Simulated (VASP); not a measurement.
A run of VASP 6.6.1 is set up as follows.

INCAR

```
SYSTEM = TiB2
  PREC = Accurate
  ENCUT = 520
  EDIFF = 1E-7
  ISMEAR = -1
  SIGMA = 0.05
  LREAL = .False.
  LASPH = .True.
  NELM = 100
  ALGO = Normal
  ISIF = 2
  LWAVE = .False.
  LCHARG = .False.
  GGA = PE
  NBANDS = 16
```

KPOINTS

```
Automatic mesh
0
Gamma
  10 10 8
  0 0 0
```

Contents of POSCAR:

```
TiB2
1.0
    3.0292000000      0.0000000000      0.0000000000
   -1.5146000000      2.6233641531      0.0000000000
    0.0000000000      0.0000000000      3.2284000000
Ti B
1 2
Direct
    0.0000000000      0.0000000000      0.0000000000
    0.6666666667      0.3333333333      0.5000000000
    0.3333333333      0.6666666667      0.5000000000
```

Potentials or basis: VASP PAW PBE potentials, release 64 (Ti_sv, B).

Launch:

```bash
$ cat potpaw_PBE.64/Ti_sv/POTCAR potpaw_PBE.64/B/POTCAR > POTCAR
$ mpirun -np 1 vasp_std > vasp.out
```

Problem. Predict the band gap on the k mesh.

Solution. Zero (band 9 reaches 10.38 eV, above the bottom of band 10 at 9.82 eV).

Problem. What does it give for the pressure?

Solution. 0.5 GPa.

Stress tensor (GPa, compression positive):
```
0.63 0.00 0.00
0.00 0.63 0.00
0.00 0.00 0.21
```
